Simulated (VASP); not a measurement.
# TiC (Fm-3m) in VASP: notebook

TiC is run at these levels: PBE0; tasks: single point.

All numbers are computed with VASP 6.6.1; they aren't measurements. Logs are shortened: lines on timing, memory, paths and dates and some standing lists are left out, and cuts for length are marked.

## Step 1: The cell of the first run

Symmetry: Fm-3m, No. 225, cubic system. Conventional cell: a = 4.243 Å, b = 4.243 Å, c = 4.243 Å, α = 90.00°, β = 90.00°, γ = 90.00°. Within 2.8 Å of Ti (site symmetry m-3m) lie 6 C at 2.12 Å. Within 2.8 Å of C (site symmetry m-3m) lie 6 Ti at 2.12 Å.

## Step 2: Single point, PBE0

Contents of POSCAR:

```
TiC
1.0
    0.0000000000      2.1215080947      2.1215080947
    2.1215080947      0.0000000000      2.1215080947
    2.1215080947      2.1215080947      0.0000000000
Ti C
1 1
Direct
    0.0000000000      0.0000000000      0.0000000000
    0.5000000000      0.5000000000      0.5000000000
```

Contents of INCAR.step1:

```
  ALGO = Normal
  EDIFF = 1E-5
  ENCUT = 520
  GGA = PE
  ISIF = 2
  ISMEAR = -1
  LASPH = T
  LCHARG = F
  LREAL = F
  LWAVE = T
  NBANDS = 15
  NELM = 100
  PREC = Accurate
  SIGMA = 0.05
```

Contents of INCAR.step2:

```
  AEXX = 0.25
  ALGO = Normal
  EDIFF = 1E-6
  ENCUT = 520
  GGA = PE
  ISIF = 2
  ISMEAR = -1
  ISTART = 1
  LASPH = T
  LCHARG = F
  LHFCALC = T
  LREAL = F
  LWAVE = F
  NBANDS = 15
  NELM = 100
  PREC = Accurate
  PRECFOCK = Normal
  SIGMA = 0.05
```

Contents of KPOINTS:

```
k-points
0
Gamma
  6 6 6
```

Potentials or basis: VASP PAW PBE potentials, release 64 (Ti_sv, C).

On the command line:

```sh
cat potpaw_PBE.64/Ti_sv/POTCAR potpaw_PBE.64/C/POTCAR > POTCAR
cp INCAR.step1 INCAR
mpirun -np 1 vasp_std > vasp.out
cp INCAR.step2 INCAR
mpirun -np 1 vasp_std > vasp.out
```

OUTCAR:

```text
AEXX = 0.25
   EDIFF = 1E-6
   ENCUT = 520
   GGA = PE
   ISIF = 2
   ISMEAR = -1
   ISTART = 1
   LASPH = T
   LHFCALC = T
   LREAL = F
   NELM = 100
   PREC = Accurate
   PRECFOCK = Normal

 ion  position               nearest neighbor table
   1  0.000  0.000  0.000-   2 2.12   2 2.12   2 2.12   2 2.12   2 2.12   2 2.12
   2  0.500  0.500  0.500-   1 2.12   1 2.12   1 2.12   1 2.12   1 2.12   1 2.12

  LATTYP: Found a face centered cubic cell.
 ALAT       =     4.2430161894

  Lattice vectors:

 A1 = (   0.0000000000,   2.1215080947,   2.1215080947)
 A2 = (   2.1215080947,   0.0000000000,   2.1215080947)
 A3 = (   2.1215080947,   2.1215080947,   0.0000000000)

Analysis of symmetry for initial positions (statically):
=====================================================================
 Subroutine PRICEL returns:
 Original cell was already a primitive cell.

 Routine SETGRP: Setting up the symmetry group for a
 face centered cubic supercell.

 Subroutine GETGRP returns: Found 48 space group operations
[... 9 lines left out ...]

 Routine SETGRP: Setting up the symmetry group for a
 face centered cubic supercell.

 Subroutine GETGRP returns: Found 48 space group operations
[... 11 lines left out ...]
                                     Primitive cell

  volume of cell :      19.0970

  direct lattice vectors                    reciprocal lattice vectors
     0.000000000  2.121508095  2.121508095    -0.235681401  0.235681401  0.235681401
     2.121508095  0.000000000  2.121508095     0.235681401 -0.235681401  0.235681401
     2.121508095  2.121508095  0.000000000     0.235681401  0.235681401 -0.235681401

  length of vectors
     3.000265520  3.000265520  3.000265520     0.408212161  0.408212161  0.408212161

  position of ions in fractional coordinates (direct lattice)
[... 8 lines left out ...]
----------------------------------------------------------------------------------------

 KPOINTS: k-points

Automatic generation of k-mesh.
 Grid dimensions read from file:
 generate k-points for:    6    6    6

 Generating k-lattice:

  Cartesian coordinates                     Fractional coordinates (reciprocal lattice)
    -0.039280234  0.039280234  0.039280234     0.166666667  0.000000000  0.000000000
     0.039280234 -0.039280234  0.039280234     0.000000000  0.166666667  0.000000000
     0.039280234  0.039280234 -0.039280234     0.000000000  0.000000000  0.166666667

  Length of vectors
     0.068035360  0.068035360  0.068035360

  Shift w.r.t. Gamma in fractional coordinates (k-lattice)
     0.000000000  0.000000000  0.000000000

 Subroutine IBZKPT returns following result:
 ===========================================

 Found     16 irreducible k-points:

 Following reciprocal coordinates:
            Coordinates               Weight
  0.000000  0.000000  0.000000      1.000000
  0.166667  0.000000  0.000000      8.000000
  0.333333  0.000000  0.000000      8.000000
  0.500000  0.000000  0.000000      4.000000
  0.166667  0.166667  0.000000      6.000000
  0.333333  0.166667  0.000000     24.000000
[... 8 lines left out ...]
 -0.333333  0.333333  0.166667     24.000000
 -0.333333  0.500000  0.166667     12.000000
   k-points           NKPTS =     16   k-points in BZ     NKDIM =    216   number of bands    NBANDS=     15
   number of dos      NEDOS =    301   number of ions     NIONS =      2
   total plane-waves  NPLWV =  13824
   dimension x,y,z NGX =    24 NGY =   24 NGZ =   24
   dimension x,y,z NGXF=    48 NGYF=   48 NGZF=   48
   ions per type =               1   1
   NGX,Y,Z   is equivalent  to a cutoff of  13.30, 13.30, 13.30 a.u.
   NGXF,Y,Z  is equivalent  to a cutoff of  26.60, 26.60, 26.60 a.u.
 SYSTEM =  unknown system
   PREC   = accura    normal or accurate (medium, high low for compatibility)
   ISTART =      1    job   : 0-new  1-cont  2-samecut
   ICHARG =      0    charge: 1-file 2-atom 10-const
   ISPIN  =      1    spin polarized calculation?
   LNONCOLLINEAR =      F non collinear calculations
   LSORBIT =      F    spin-orbit coupling
   LASPH  =      T    aspherical Exc in radial PAW
   ENCUT  =  520.0 eV  38.22 Ry    6.18 a.u.   5.58  5.58  5.58*2*pi/ulx,y,z
   NELM   =    100;   NELMIN=  2; NELMDL=  0     # of ELM steps
   EDIFF  = 0.1E-05   stopping-criterion for ELM
   LREAL  =      F    real-space projection
   EDIFFG = 0.1E-04   stopping-criterion for IOM
   NSW    =      0    number of steps for IOM
   IBRION =     -1    ionic relax: 0-MD 1-quasi-New 2-CG
   NFREE  =      0    steps in history (QN), initial steepest desc. (CG)
   ISIF   =      2    stress and relaxation
   ISYM   =      3    0-nonsym 1-usesym 2-fastsym
   POTIM  = 0.5000    time-step for ionic-motion
   TEBEG  =    0.0;   TEEND  =   0.0 temperature during run
   PSTRESS=    0.0 pullay stress
   NELECT =      16.0000    total number of electrons
   NUPDOWN=      -1.0000    fix difference up-down
   EMIN   =  10.00;   EMAX   =-10.00  energy-range for DOS
   EFERMI =   0.00;   METHOD = LEGACY
   ISMEAR =    -1;   SIGMA  =   0.05  broadening in eV -4-tet -1-fermi 0-gaus
   EFERMI_NEDOS =   21; number of points for ismear=-14 and -15
   IALGO  =     38    algorithm
   IMIX   =      1    mixing-type and parameters
     AMIX     =   0.40;   BMIX     =  1.00
     AMIX_MAG =   1.60;   BMIX_MAG =  1.00
  volume/ion in A,a.u.               =       9.55        64.44
  Fermi-wavevector in a.u.,A,eV,Ry     =   1.543335  2.916480 32.407474  2.381882
  Thomas-Fermi vector in A             =   2.649012
   LORBIT       =      0    0 simple, 1 ext, 2 COOP (PROOUT), +10 PAW based schemes
   GGA     = PE    functional components
   LHFCALC =     T    Hartree Fock is set to
   PRECFOCK=normal    Normal, Fast or Accurate (Low or Medium for compatibility)
   ENCUT4O =  -1.0   cutoff for four orbital integrals eV
   NKREDX  =     1    reduce k-point grid by
   NKREDY  =     1    reduce k-point grid by
   NKREDZ  =     1    reduce k-point grid by
   AEXX    =    0.2500 exact exchange contribution
   HFSCREEN=    0.0000 screening length (either q_TF or 0.3 A-1)
   HFSCREENC=   0.0000 screening length for correlation (either q_TF or 0.3 A-1)
   ENCUTFOCK=  -1.0 apply spherical cutoff to Coloumb kernel
   IVDW    =     0    specifies the selected vdW correction
   LEPSILON=     F    determine dielectric tensor
   LRPA    =     F    only Hartree local field effects (RPA)
 non-spin polarized calculation
  energy-cutoff  :      520.00
  volume of cell :       19.10
 maximum number of plane-waves:       531
 NGX is ok and might be reduce to    24
  NGX = 18; NGY = 18; NGZ = 18

 number of electron      16.0000002 magnetization

 Free energy of the ion-electron system (eV)
  ---------------------------------------------------
  ext. energy  EPLUGINS =         0.00000000
  ---------------------------------------------------
  free energy    TOTEN  =       -23.56897397 eV

  energy without entropy =      -23.56889574  energy(sigma->0) =      -23.56893486

 E-fermi :   9.8878     XC(G=0): -10.2358

 val. band max:        9.5380018354   @ k =   0.1667   0.1667   0.0000
 cond. band min:      10.2026225239   @ k =   0.5000   0.5000   0.0000
 fundamental gap:      0.6646206886
 Fermi energy:         9.8877768029

 k-point     1 :       0.0000    0.0000    0.0000
  band No.  band energies     occupation
      1     -51.5517      2.00000
      2     -25.8740      2.00000
      3     -25.8740      2.00000
      4     -25.8740      2.00000
      5      -4.9243      2.00000
      6      11.7492      0.00000
      7      11.7492      0.00000
      8      11.7492      0.00000
      9      12.3090      0.00000
     10      12.3090      0.00000
     11      12.3090      0.00000
     12      12.6322      0.00000
     13      12.6322      0.00000
     14      22.9764      0.00000
     15      25.5386      0.00000

 k-point     2 :       0.1667    0.0000    0.0000
  band No.  band energies     occupation
      1     -51.5263      2.00000
      2     -26.0493      2.00000
      3     -25.8885      2.00000
      4     -25.8885      2.00000
      5      -4.1922      2.00000
      6       8.1562      2.00000
      7       8.6831      2.00000
      8       8.6831      2.00000
      9      12.4883      0.00000
     10      12.4883      0.00000
     11      13.7903      0.00000
     12      16.0461      0.00000
     13      16.0461      0.00000
     14      23.7896      0.00000
     15      26.0039      0.00000

 k-point     3 :       0.3333    0.0000    0.0000
  band No.  band energies     occupation
      1     -51.4751      2.00000
      2     -26.3903      2.00000
      3     -25.9173      2.00000
      4     -25.9173      2.00000
      5      -2.3187      2.00000
      6       4.6068      2.00000
      7       6.6310      2.00000
      8       6.6310      2.00000
      9      13.8823      0.00000
     10      13.8823      0.00000
     11      14.9631      0.00000
     12      19.2122      0.00000
     13      19.2122      0.00000
     14      21.8829      0.00000
     15      28.1051      0.00000
[... 199 lines left out ...]
 k-point    15 :      -0.3333    0.3333    0.1667
  band No.  band energies     occupation
      1     -51.4234      2.00000
      2     -26.3859      2.00000
      3     -26.2018      2.00000
      4     -26.0358      2.00000
      5      -1.3469      2.00000
      6       4.4389      2.00000
      7       5.8069      2.00000
      8       6.6004      2.00000
      9      14.2181      0.00000
     10      14.3038      0.00000
     11      15.6457      0.00000
     12      17.8213      0.00000
     13      18.0229      0.00000
     14      24.4218      0.00000
     15      26.4176      0.00000

 k-point    16 :      -0.3333    0.5000    0.1667
  band No.  band energies     occupation
      1     -51.4147      2.00000
      2     -26.3835      2.00000
      3     -26.1956      2.00000
      4     -26.1070      2.00000
      5      -1.7658      2.00000
      6       5.4596      2.00000
      7       6.3052      2.00000
      8       6.9265      2.00000
      9      12.9712      0.00000
     10      15.1749      0.00000
     11      15.4725      0.00000
     12      16.1613      0.00000
     13      17.5589      0.00000
     14      26.3180      0.00000
     15      26.5698      0.00000

------------------------ aborting loop because EDIFF is reached ----------------------------------------

  FORCE on cell =-STRESS in cart. coord.  units (eV):
  Direction    XX          YY          ZZ          XY          YZ          ZX
  --------------------------------------------------------------------------------------
  -------------------------------------------------------------------------------------
  Total        1.4679110      1.4679110      1.4679110      0.0000000      0.0000000      0.0000000
  in kB      123.1533528    123.1533528    123.1533528      0.0000000      0.0000000      0.0000000
  external PRESSURE =     123.1533528 kB  Pullay stress =       0.0000000 kB

 VOLUME and BASIS-vectors are now :
 -----------------------------------------------------------------------------
  energy-cutoff  :      520.00
  volume of cell :       19.10
      direct lattice vectors                 reciprocal lattice vectors
     0.000000000  2.121508095  2.121508095    -0.235681401  0.235681401  0.235681401
     2.121508095  0.000000000  2.121508095     0.235681401 -0.235681401  0.235681401
     2.121508095  2.121508095  0.000000000     0.235681401  0.235681401 -0.235681401

 POSITION                                       TOTAL-FORCE (eV/Angst)
 -----------------------------------------------------------------------------------
      0.00000      0.00000      0.00000         0.000000     -0.000000      0.000000
      2.12151      2.12151      2.12151        -0.000000      0.000000     -0.000000
 -----------------------------------------------------------------------------------
    total drift:                                0.000000     -0.000000      0.000000

  FREE ENERGIE OF THE ION-ELECTRON SYSTEM (eV)
  ---------------------------------------------------
  free  energy   TOTEN  =       -23.5689739737 eV

  energy  without entropy=      -23.5688957405  energy(sigma->0) =      -23.56893486
```

Run time: 20 min. Hardware: 1 thread of Oxide Virtual Turin-like, shared host; peak memory 0.12 GiB.

Results:

```yaml
Free_energy: -23.5690 eV
Pressure: 12.3 GPa
Band_gap_on_the_k_mesh: zero (band 8 reaches 11.75 eV, above the bottom of band 9 at 9.27 eV)
```

Levels at points of the mesh, in eV from the Fermi level:
| k point | band 5 | band 6 | band 7 | band 8 | band 9 | band 10 | band 11 | band 12 |
| --- | --- | --- | --- | --- | --- | --- | --- | --- |
| (0.00, 0.00, 0.00) | -14.81 | 1.86 | 1.86 | 1.86 | 2.42 | 2.42 | 2.42 | 2.74 |
| (0.50, 0.00, 0.00) | -10.58 | -7.42 | -3.95 | -3.95 | 4.83 | 4.83 | 6.24 | 9.78 |
| (0.50, 0.50, 0.00) | -12.20 | -4.53 | -1.87 | 0.31 | 0.31 | 4.06 | 5.58 | 5.58 |

Caveat: the k points lie up to 0.43 Å⁻¹ apart; the PAW data sets were made with another functional, which shifts forces and pressure a little.

## Step 3: Single point, PBE0

This run uses another cell than the first one, of 9.75 Å³/atom, 1.021 times its volume.

Contents of POSCAR:

```
TiC
1.0
    0.0000000000      2.1364487848      2.1364487848
    2.1364487848      0.0000000000      2.1364487848
    2.1364487848      2.1364487848      0.0000000000
Ti C
1 1
Direct
    0.0000000000      0.0000000000      0.0000000000
    0.5000000000      0.5000000000      0.5000000000
```

Contents of INCAR.step1:

```
SYSTEM = TiC
  ALGO = Normal
  EDIFF = 1E-5
  ENCUT = 520
  GGA = PE
  ISIF = 2
  ISMEAR = -1
  LASPH = .True.
  LCHARG = .False.
  LREAL = .False.
  LWAVE = .True.
  NBANDS = 15
  NELM = 60
  PREC = Accurate
  SIGMA = 0.05
```

Contents of INCAR.step2:

```
SYSTEM = TiC
  AEXX = 0.25
  ALGO = Normal
  EDIFF = 1E-6
  ENCUT = 520
  GGA = PE
  ISIF = 2
  ISMEAR = -1
  ISTART = 1
  LASPH = .True.
  LCHARG = .False.
  LHFCALC = .True.
  LREAL = .False.
  LWAVE = .False.
  NBANDS = 15
  NELM = 60
  PREC = Accurate
  PRECFOCK = Normal
  SIGMA = 0.05
```

Contents of KPOINTS:

```
k-points
0
Gamma
  6 6 6
  0 0 0
```

Potentials or basis: VASP PAW PBE potentials, release 64 (Ti_sv, C).

On the command line:

```sh
cat potpaw_PBE.64/Ti_sv/POTCAR potpaw_PBE.64/C/POTCAR > POTCAR
cp INCAR.step1 INCAR
mpirun -np 1 vasp_std > vasp.out
cp INCAR.step2 INCAR
mpirun -np 1 vasp_std > vasp.out
```

Run time: 24 min. Hardware: 1 thread of Oxide Virtual Turin-like, shared host; peak memory 0.12 GiB.

It converged, with:

| Property | Result |
| --- | --- |
| Free energy | -23.5922 eV |
| Pressure | 5.8 GPa |
| Band gap on the k mesh | zero (band 8 reaches 11.49 eV, above the bottom of band 9 at 9.01 eV) |

Levels at points of the mesh, in eV from the Fermi level:
| k point | band 4 | band 5 | band 6 | band 7 | band 8 | band 9 | band 10 | band 11 | band 12 | band 13 |
| --- | --- | --- | --- | --- | --- | --- | --- | --- | --- | --- |
| (0.00, 0.00, 0.00) | -35.84 | -14.69 | 1.86 | 1.86 | 1.86 | 2.40 | 2.40 | 2.40 | 2.70 | 2.70 |
| (0.50, 0.00, 0.00) | -35.89 | -10.58 | -7.30 | -3.87 | -3.87 | 4.75 | 4.75 | 6.10 | 9.66 | 10.53 |
| (0.50, 0.50, 0.00) | -36.05 | -12.09 | -4.51 | -1.78 | 0.30 | 0.30 | 3.98 | 5.46 | 5.46 | 7.81 |

Caveat: the k points lie up to 0.42 Å⁻¹ apart; the PAW data sets were made with another functional, which shifts forces and pressure a little.
